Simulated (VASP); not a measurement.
# AlNi (Cm) in VASP: further runs, part 2 of 2

VASP 6.6.1. Earlier steps stand in the parts before.

**3. Single point, PBE**

This run uses another cell than the first one, of 12.52 Å³/atom, 1.035 times its volume.

INCAR reads:

```
ALGO     = Fast           # electronic algorithm
EDIFF    = 1E-7           # SCF threshold, eV
ENCUT    = 520            # plane-wave cutoff, eV
GGA      = PE             # functional
ISIF     = 2              # what is computed and relaxed
ISMEAR   = 0              # smearing method
LASPH    = T              # aspherical terms in the spheres
LCHARG   = T              # write CHGCAR
LELF     = T              # ELF
LREAL    = F              # projectors in reciprocal space
LVHAR    = T            
LWAVE    = F              # write WAVECAR
NBANDS   = 28             # bands
NELM     = 80             # most SCF steps
PREC     = Accurate       # precision mode
SIGMA    = 0.15           # smearing width, eV
```

KPOINTS reads:

```
k-points
0
Gamma
  15 15 5
```

POSCAR reads:

```
AlNi
1.0
    0.0000000000     -2.8927237813      0.0000000000
    0.0000000000      0.0000000000     -2.8927237813
    8.9781713440     -0.7231809453     -0.7231809453
Al Ni
3 3
Direct
    0.8187651956     -0.1812348044      0.7249392174
    0.9798627995     -0.0201372005      0.0805488019
    0.8993139976     -0.1006860024      0.4027440097
    0.2784907947      0.2784907947      0.8860368213
    0.4395883985      0.4395883985      0.2416464058
    0.3590395966      0.3590395966      0.5638416136
```

Potentials or basis: VASP PAW PBE potentials, release 64 (Al, Ni).

On the command line:

```bash
cat potpaw_PBE.64/Al/POTCAR potpaw_PBE.64/Ni/POTCAR > POTCAR
mpirun -np 1 vasp_std > vasp.out
```

OUTCAR:

```text
EDIFF = 1E-7
   ENCUT = 520
   GGA = PE
   ISIF = 2
   ISMEAR = 0
   LASPH = T
   LREAL = F
   NELM = 80
   PREC = Accurate

 ion  position               nearest neighbor table
   1  0.819  0.819  0.725-   6 2.51   6 2.51   6 2.51   6 2.51   4 2.51   4 2.51   4 2.51   4 2.51
                             3 2.89   2 3.35
   2  0.980  0.980  0.081-   4 2.02   5 2.51   5 2.51   5 2.51   5 2.51   4 2.88   4 2.88   3 2.89
                             1 3.35
   3  0.899  0.899  0.403-   5 2.51   6 2.51   6 2.51   6 2.51   5 2.51   5 2.51   6 2.51   5 2.51
                             1 2.89   2 2.89
   4  0.278  0.278  0.886-   2 2.02   1 2.51   1 2.51   1 2.51   1 2.51   2 2.88   2 2.88   6 2.89

   5  0.440  0.440  0.242-   3 2.51   2 2.51   2 2.51   2 2.51   3 2.51   3 2.51   2 2.51   3 2.51
                             6 2.89
   6  0.359  0.359  0.564-   1 2.51   1 2.51   1 2.51   1 2.51   3 2.51   3 2.51   3 2.51   3 2.51
                             4 2.89   5 2.89

  LATTYP: Found a base centered monoclinic cell.
 ALAT       =     4.0909292037
 B/A-ratio  =     1.0000000000
 C/A-ratio  =     2.2088465721
 COS(beta)  =    -0.1131812427

  Lattice vectors:

 A1 = (   0.0000000000,   2.8927237813,   0.0000000000)
 A2 = (   0.0000000000,   0.0000000000,   2.8927237813)
 A3 = (   8.9781713440,  -0.7231809453,  -0.7231809453)

Analysis of symmetry for initial positions (statically):
=====================================================================
 Subroutine PRICEL returns:
 Original cell was already a primitive cell.

 Routine SETGRP: Setting up the symmetry group for a
 base centered monoclinic supercell.

 Subroutine GETGRP returns: Found  2 space group operations
 (whereof  2 operations were pure point group operations)
 out of a pool of  4 trial point group operations.

The static configuration has the point symmetry C_1h.

Analysis of symmetry for dynamics (positions and initial velocities):
=====================================================================
 Subroutine PRICEL returns:
 Original cell was already a primitive cell.

 Routine SETGRP: Setting up the symmetry group for a
[... 135 lines left out ...]
  volume/ion in A,a.u.               =      12.52        84.50
  Fermi-wavevector in a.u.,A,eV,Ry     =   1.315717  2.486344 23.553192  1.731111
  Thomas-Fermi vector in A             =   2.445880
   LORBIT       =      0    0 simple, 1 ext, 2 COOP (PROOUT), +10 PAW based schemes
   GGA     = PE    functional components
   LHFCALC =     F    Hartree Fock is set to
   AEXX    =    0.0000 exact exchange contribution
   IVDW    =     0    specifies the selected vdW correction
   LEPSILON=     F    determine dielectric tensor
   LRPA    =     F    only Hartree local field effects (RPA)
 non-spin polarized calculation
 RMM-DIIS sequential band-by-band and
 Gauss-broadening in eV      SIGMA  =   0.15
  energy-cutoff  :      520.00
  volume of cell :       75.13
 maximum number of plane-waves:      2047
 NGX is ok and might be reduce to    24
   NGX = 11   NGY = 11   NGZ = 33

 number of electron      39.0000015 magnetization

 Free energy of the ion-electron system (eV)
  ---------------------------------------------------
  ext. energy  EPLUGINS =         0.00000000
  ---------------------------------------------------
  free energy    TOTEN  =       -30.43543483 eV

  energy without entropy =      -30.41012794  energy(sigma->0) =      -30.42278138

 E-fermi :   9.3645     XC(G=0): -11.7957

 val. band max:        9.3635103133   @ k =  -0.3333   0.0667   0.4000
 cond. band min:       9.3673001584   @ k =  -0.2667   0.2667   0.2000
 fundamental gap:      0.0037898451
 Fermi energy:         9.3644797687

 k-point     1 :       0.0000    0.0000    0.0000
  band No.  band energies     occupation
      1      -1.4571      2.00000
      2       0.2680      2.00000
      3       0.7257      2.00000
      4       4.8749      2.00000
      5       5.2004      2.00000
      6       6.2684      2.00000
[... 733 lines left out ...]
     27      16.2031      0.00000
     28      17.3267      0.00000

 [... further k-points ...]
[... 5 lines left out ...]
  --------------------------------------------------------------------------------------
  -------------------------------------------------------------------------------------
  Total        4.3589336     -0.3954521     -0.3954521      3.5530045      1.3388370      3.5530044
  in kB       92.9584794     -8.4333988     -8.4333988     75.7712617     28.5519961     75.7712597
  external PRESSURE =      25.3638939 kB  Pullay stress =       0.0000000 kB

 VOLUME and BASIS-vectors are now :
 -----------------------------------------------------------------------------
  energy-cutoff  :      520.00
  volume of cell :       75.13
      direct lattice vectors                 reciprocal lattice vectors
     0.000000000 -2.892723781  0.000000000    -0.027845314 -0.345694949  0.000000000
     0.000000000  0.000000000 -2.892723781    -0.027845314  0.000000000 -0.345694949
     8.978171344 -0.723180945 -0.723180945     0.111381256  0.000000000  0.000000000

 POSITION                                       TOTAL-FORCE (eV/Angst)
 -----------------------------------------------------------------------------------
      6.50863     -2.89272     -2.89272         0.411997     -0.145702     -0.145702
      0.72318     -2.89272     -2.89272         2.471822      1.654154      1.654154
      3.61590     -2.89272     -2.89272        -0.039644      0.028777      0.028777
      7.95499     -1.44636     -1.44636        -2.993770     -1.553602     -1.553602
      2.16954     -1.44636     -1.44636         0.213494      0.046153      0.046153
      5.06227     -1.44636     -1.44636        -0.063899     -0.029781     -0.029781
 -----------------------------------------------------------------------------------
    total drift:                                0.000398      0.001260      0.001260

  FREE ENERGIE OF THE ION-ELECTRON SYSTEM (eV)
  ---------------------------------------------------
  free  energy   TOTEN  =       -30.4354348326 eV

  energy  without entropy=      -30.4101279370  energy(sigma->0) =      -30.42278138
```

It took 17 min on 1 thread of Oxide Virtual Turin-like, shared host; peak memory 0.55 GiB.

Results:

- Free energy: -30.4354 eV
- Pressure: 2.5 GPa
- Largest force: 3.713 eV/Å

Forces in eV/Å, atoms in the order of the input:
```
Al   0.412 -0.146 -0.146
Al   2.472  1.654  1.654
Al  -0.040  0.029  0.029
Ni  -2.994 -1.554 -1.554
Ni   0.213  0.046  0.046
Ni  -0.064 -0.030 -0.030
```

Stress tensor (GPa, compression positive):
```
 9.30  7.58  7.58
 7.58 -0.84  2.86
 7.58  2.86 -0.84
```

Caveat: forces of over 1 eV/Å act on the atoms, so gaps and moduli don't describe the material at rest.

**4. Single point, PBE**

This run uses another cell than the first one, of 12.52 Å³/atom, 1.035 times its volume.

INCAR reads:

```
PREC = Accurate ; ENCUT = 520
EDIFF = 1E-6 ; ISMEAR = 0
SIGMA = 0.15 ; LREAL = False
LASPH = True ; NELM = 100
ALGO = Fast ; ISIF = 2
LWAVE = False ; LCHARG = False
GGA = PE ; NBANDS = 28
```

KPOINTS reads:

```
Automatic mesh
0
Gamma
  15 15 5
```

POSCAR reads:

```
AlNi
1.0
    0.0000000000     -2.8927237813      0.0000000000
    0.0000000000      0.0000000000     -2.8927237813
    8.9781713440     -0.2410603151     -0.2410603151
Al Ni
3 3
Direct
    0.9395883985     -0.0604116015      0.7249392174
    0.9932875998     -0.0067124002      0.0805488019
    0.9664379992     -0.0335620008      0.4027440097
    0.4261635982      0.4261635982      0.8860368213
    0.4798627995      0.4798627995      0.2416464058
    0.4530131989      0.4530131989      0.5638416136
```

On the command line:

```bash
cat potpaw_PBE.64/Al/POTCAR potpaw_PBE.64/Ni/POTCAR > POTCAR
mpirun -np 1 vasp_std > vasp.out
```

Wall time 13 min (1 thread of Oxide Virtual Turin-like, shared host); peak memory 0.56 GiB.

The run converged. Its results:

- Free energy: -31.3764 eV
- Pressure: -3.2 GPa
- Largest force: 0.834 eV/Å

Forces on the atoms (eV/Å):
```
Al   0.387 -0.064 -0.064
Al  -0.692  0.329  0.329
Al  -0.016  0.014  0.014
Ni   0.331 -0.273 -0.273
Ni  -0.006  0.008  0.008
Ni  -0.005 -0.014 -0.014
```

Stress tensor (GPa, compression positive):
```
-3.83  1.78  1.78
 1.78 -2.91  0.58
 1.78  0.58 -2.91
```

Levels at points of the mesh, in eV from the Fermi level:
| k point | band 15 | band 16 | band 17 | band 18 | band 19 | band 20 | band 21 | band 22 | band 23 | band 24 |
| --- | --- | --- | --- | --- | --- | --- | --- | --- | --- | --- |
| (0.00, 0.00, 0.00) | -1.49 | -1.47 | -1.45 | -1.15 | -0.62 | -0.19 | 4.64 | 5.69 | 5.70 | 7.53 |

Spin polarisation is off, so any magnetic state and its effect on volume and gap are missing.

**5. Overview**

| cell | further INCAR settings | gap on the mesh (eV) | pressure (GPa) | largest force (eV/Å) |
| --- | --- | --- | --- | --- |
| a = 2.893, b = 2.893, c = 8.685 Å, angles 88.4, 88.4, 90.0°, 6 atoms | ALGO = Fast; EDIFF = 1e-06; NBANDS = 28 | none | 1.4 | 1.35 |
| a = 2.893, b = 2.893, c = 9.036 Å, angles 85.4, 85.4, 90.0°, 6 atoms | ALGO = Fast; EDIFF = 1e-07; NBANDS = 28 | none | 2.5 | 3.71 |
| a = 2.893, b = 2.893, c = 8.985 Å, angles 88.5, 88.5, 90.0°, 6 atoms | ALGO = Fast; EDIFF = 1e-06; NBANDS = 28 | none | -3.2 | 0.83 |

Alike in all rows: task single point; level PBE; potentials or basis VASP PAW PBE potentials, release 64 (Al, Ni); no spin polarisation; k mesh 15 × 15 × 5; cutoff (eV) 520; smearing gaussian 0.15 eV.

Caveats: forces of over 1 eV/Å act on the atoms, so gaps and moduli don't describe the material at rest (some runs).

Total energies depend on the potentials used, so only differences within one code and one set of settings carry meaning.
